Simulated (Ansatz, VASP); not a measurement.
## One calculation of Ir, two programs

```
Ir
1.0
     0.00000    1.92211    1.92211
     1.92211    0.00000    1.92211
     1.92211    1.92211    0.00000
Ir
1
Cartesian
  0.0000 0.0000 0.0000
```

Alike in both runs: functional r2SCAN; k mesh 17 × 17 × 17; occupations fermi-dirac, width 0.05 eV; no spin polarisation.

Ansatz relaxed the structure, and its values are those at the end. VASP's run is a single point on that final structure, the one shown.

|  | VASP | Ansatz |
| --- | --- | --- |
| version | VASP 6.6.1 | Ansatz 0.2.0 |
| potentials or method | VASP PAW PBE potentials, release 64 (Ir) | PAW with Ansatz's default frozen-core files, scalar-relativistic |
| plane-wave cutoff (eV) | 520 | 500 |
| valence electrons in the cell | 9 | 17 |

Ansatz gave:

- pressure (GPa): 0.0

Problem. What did VASP give for the same quantities?

Solution. Pressure (GPa): 2.5.

VASP's potentials were made for PBE, not for r2SCAN. VASP's potentials hold 9 valence electrons a cell and Ansatz's 17, so a difference there can come from the potentials and not from the codes.

Neither program's run includes spin-orbit coupling.
